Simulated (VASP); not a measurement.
# W in VASP: settings compared

Aim: see how the results for W move with the level of theory and the settings. Levels: PBE, LDA. Tasks: single point.

All numbers are computed with VASP 6.6.1; they aren't measurements. Logs are shortened: lines on timing, memory, paths and dates and some standing lists are left out, and cuts for length are marked.

### Step 1. The cell of the first run

The cell holds a slab with vacuum, 5 atoms: a = 2.757 Å, b = 2.757 Å, c = 24.004 Å, α = 90.00°, β = 90.00°, γ = 109.47°.

### Step 2. Single point, PBE

The input, INCAR:

```
PREC = Accurate
ENCUT = 520
EDIFF = 1E-6
ISMEAR = 0
SIGMA = 0.5
LREAL = F
LASPH = T
NELM = 80
ALGO = Normal
ISIF = 2
LWAVE = F
LCHARG = F
LDIPOL = T
IDIPOL = 3
DIPOL = 0.5 0.5 0.500
GGA = PE
NBANDS = 43
```

The input, KPOINTS:

```
Automatic mesh
0
Gamma
  13 13 1
```

The input, POSCAR:

```
W
1.0
    2.7570339078      0.0000000000      0.0000000000
   -0.9190113026      2.5993564963      0.0000000000
    0.0000000000      0.0000000000     24.0044350370
W
5
Direct
    0.5000000000      0.5000000000      0.3124422628
    0.0000000000      0.0000000000      0.4062211314
    0.5000000000      0.5000000000      0.5000000000
    0.0000000000      0.0000000000      0.5937788686
    0.5000000000      0.5000000000      0.6875577372
```

Potentials or basis: VASP PAW PBE potentials, release 64 (W_sv).

Run with:

```sh
> cat potpaw_PBE.64/W_sv/POTCAR > POTCAR
> mpirun -np 1 vasp_std > vasp.out
```

OUTCAR:

```text
PREC = Accurate
   ENCUT = 520
   EDIFF = 1E-6
   ISMEAR = 0
   LREAL = F
   LASPH = T
   NELM = 80
   ISIF = 2
   GGA = PE

 ion  position               nearest neighbor table
   1  0.500  0.500  0.312-   2 2.76   2 2.76   2 3.18   2 3.18
   2  0.000  0.000  0.406-   3 2.76   3 2.76   1 2.76   1 2.76   3 3.18   3 3.18   1 3.18   1 3.18

   3  0.500  0.500  0.500-   2 2.76   4 2.76   2 2.76   4 2.76   2 3.18   4 3.18   2 3.18   4 3.18

   4  0.000  0.000  0.594-   3 2.76   3 2.76   5 2.76   5 2.76   3 3.18   3 3.18   5 3.18   5 3.18

   5  0.500  0.500  0.688-   4 2.76   4 2.76   4 3.18   4 3.18

  LATTYP: Found a base centered orthorhombic cell.
 ALAT       =     3.1835485377
 B/A-ratio  =     1.4142135624
 C/A-ratio  =     7.5401504807

  Lattice vectors:

 A1 = (   2.7570339078,   0.0000000000,   0.0000000000)
 A2 = (  -0.9190113026,   2.5993564963,   0.0000000000)
 A3 = (   0.0000000000,   0.0000000000,  24.0044350370)

Analysis of symmetry for initial positions (statically):
=====================================================================
 Subroutine PRICEL returns:
 Original cell was already a primitive cell.

 Routine SETGRP: Setting up the symmetry group for a
 base centered orthorhombic supercell.

 Subroutine GETGRP returns: Found  8 space group operations
 (whereof  8 operations were pure point group operations)
 out of a pool of  8 trial point group operations.

The static configuration has the point symmetry D_2h.

Analysis of symmetry for dynamics (positions and initial velocities):
=====================================================================
 Subroutine PRICEL returns:
 Original cell was already a primitive cell.

 Routine SETGRP: Setting up the symmetry group for a
 base centered orthorhombic supercell.

 Subroutine GETGRP returns: Found  8 space group operations
 (whereof  8 operations were pure point group operations)
 out of a pool of  8 trial point group operations.

The dynamic configuration has the point symmetry D_2h.

 Subroutine INISYM returns: Found  8 space group operations
 (whereof  8 operations are pure point group operations),
 and found     1 'primitive' translations

----------------------------------------------------------------------------------------

                                     Primitive cell

  volume of cell :     172.0281

[... 95 lines left out ...]
   LREAL  =      F    real-space projection
[... 7 lines left out ...]
   TEBEG  =    0.0;   TEEND  =   0.0 temperature during run
   PSTRESS=    0.0 pullay stress
   NELECT =      70.0000    total number of electrons
   NUPDOWN=      -1.0000    fix difference up-down
   EMIN   =  10.00;   EMAX   =-10.00  energy-range for DOS
   EFERMI =   0.00;   METHOD = LEGACY
   ISMEAR =     0;   SIGMA  =   0.50  broadening in eV -4-tet -1-fermi 0-gaus
   EFERMI_NEDOS =   21; number of points for ismear=-14 and -15
   IALGO  =     38    algorithm
   IMIX   =      4    mixing-type and parameters
     AMIX     =   0.40;   BMIX     =  1.00
     AMIX_MAG =   1.60;   BMIX_MAG =  1.00
  volume/ion in A,a.u.               =      34.41       232.18
  Fermi-wavevector in a.u.,A,eV,Ry     =   1.213131  2.292485 20.023514  1.471687
  Thomas-Fermi vector in A             =   2.348593
   LORBIT       =      0    0 simple, 1 ext, 2 COOP (PROOUT), +10 PAW based schemes
   GGA     = PE    functional components
   LHFCALC =     F    Hartree Fock is set to
   AEXX    =    0.0000 exact exchange contribution
   IVDW    =     0    specifies the selected vdW correction
   LEPSILON=     F    determine dielectric tensor
   LRPA    =     F    only Hartree local field effects (RPA)
 non-spin polarized calculation
 Gauss-broadening in eV      SIGMA  =   0.50
  energy-cutoff  :      520.00
  volume of cell :      172.03
 maximum number of plane-waves:      4672
 NGX is ok and might be reduce to    24
   NGX = 11   NGY = 11   NGZ = 89

 dipolmoment           0.000000      0.000000      0.000000 electrons x Angstroem

 number of electron      69.9999997 magnetization

 dipolmoment           0.000000      0.000000     -0.000000 electrons x Angstroem

 Free energy of the ion-electron system (eV)
  ---------------------------------------------------
  ext. energy  EPLUGINS =         0.00000000
  ---------------------------------------------------
  free energy    TOTEN  =       -62.02078406 eV

  energy without entropy =      -61.56414655  energy(sigma->0) =      -61.79246530

 E-fermi :   2.7187     XC(G=0):  -7.2551

 val. band max:        2.7077874568   @ k =  -0.1538   0.1538   0.0000
 cond. band min:       2.7208473956   @ k =   0.3077   0.1538   0.0000
 fundamental gap:      0.0130599388
 Fermi energy:         2.7186738154

 k-point     1 :       0.0000    0.0000    0.0000
  band No.  band energies     occupation
      1     -71.4873      2.00000
      2     -71.4660      2.00000
      3     -71.3806      2.00000
      4     -71.3152      2.00000
      5     -71.3141      2.00000
      6     -36.2014      2.00000
[... 1093 lines left out ...]
     42       5.5473      0.00000
     43       5.8912      0.00000

 [... further k-points ...]

------------------------ aborting loop because EDIFF is reached ----------------------------------------

 vacuum level on the upper side and lower side of the slab       (xc-potential included)        -0.160        -0.160

  FORCE on cell =-STRESS in cart. coord.  units (eV):
  Direction    XX          YY          ZZ          XY          YZ          ZX
  --------------------------------------------------------------------------------------
  -------------------------------------------------------------------------------------
  Total       -4.7182362     -5.1243441     -2.4456659     -0.5743233      0.0000000      0.0000000
  in kB      -43.9431126    -47.7253831    -22.7776165     -5.3489383      0.0000000      0.0000000
  external PRESSURE =     -38.1487041 kB  Pullay stress =       0.0000000 kB

 VOLUME and BASIS-vectors are now :
 -----------------------------------------------------------------------------
  energy-cutoff  :      520.00
  volume of cell :      172.03
      direct lattice vectors                 reciprocal lattice vectors
     2.757033908  0.000000000  0.000000000     0.362708633  0.128236867  0.000000000
    -0.919011303  2.599356496  0.000000000     0.000000000  0.384710601  0.000000000
     0.000000000  0.000000000 24.004435037     0.000000000  0.000000000  0.041658968

 POSITION                                       TOTAL-FORCE (eV/Angst)
 -----------------------------------------------------------------------------------
      0.91901      1.29968      7.50000         0.000000      0.000000      0.572178
      0.00000      0.00000      9.75111        -0.000000      0.000000     -0.614325
      0.91901      1.29968     12.00222         0.000000      0.000000      0.000000
      0.00000      0.00000     14.25333         0.000000     -0.000000      0.614325
      0.91901      1.29968     16.50444        -0.000000      0.000000     -0.572178
 -----------------------------------------------------------------------------------
    total drift:                                0.000000      0.000000     -0.000000

  FREE ENERGIE OF THE ION-ELECTRON SYSTEM (eV)
  ---------------------------------------------------
  free  energy   TOTEN  =       -62.0207840640 eV

  energy  without entropy=      -61.5641465451  energy(sigma->0) =      -61.79246530

 vacuum level on the upper side and lower side of the slab         7.479         7.479
```

OSZICAR:

```text
N       E                     dE             d eps       ncg     rms          rms(c)
DAV:   1     0.899161358420E+03    0.89916E+03   -0.44380E+04  4822   0.166E+03
DAV:   2    -0.252965153947E+02   -0.92446E+03   -0.90826E+03  4769   0.528E+02
DAV:   3    -0.641715358536E+02   -0.38875E+02   -0.37841E+02  5171   0.109E+02
[... 18 lines left out ...]
DAV:  22    -0.620207661095E+02   -0.17492E-04   -0.32132E-06  4136   0.137E-02    0.355E-03
DAV:  23    -0.620207792778E+02   -0.13168E-04   -0.10964E-06  2758   0.662E-03    0.115E-03
DAV:  24    -0.620207823196E+02   -0.30418E-05   -0.17379E-07  2508   0.196E-03    0.106E-03
DAV:  25    -0.620207835173E+02   -0.11978E-05   -0.12287E-07  2466   0.246E-03    0.444E-04
DAV:  26    -0.620207840640E+02   -0.54672E-06   -0.63687E-08  2476   0.112E-03
   1 F= -.62020784E+02 E0= -.61792465E+02  d E =-.456638E+00
```

Run time: 16 min. Hardware: 1 thread of Intel Xeon 8259CL, shared host; peak memory 0.45 GiB.

What came out:

```
Free energy            : -62.0208 eV
Largest force          : 0.614 eV/Å
Band gap on the k mesh : zero (bands 35 and 36 overlap by 1.71 eV)
```

Forces on the atoms (eV/Å):
```
W    0.000  0.000  0.572
W    0.000  0.000 -0.614
W    0.000  0.000  0.000
W    0.000  0.000  0.614
W    0.000  0.000 -0.572
```

Caveat: so wide a smearing shifts energies and pressures; spin-orbit coupling is left out, which moves the levels of the heavy elements.

[end of part 1 of 2]
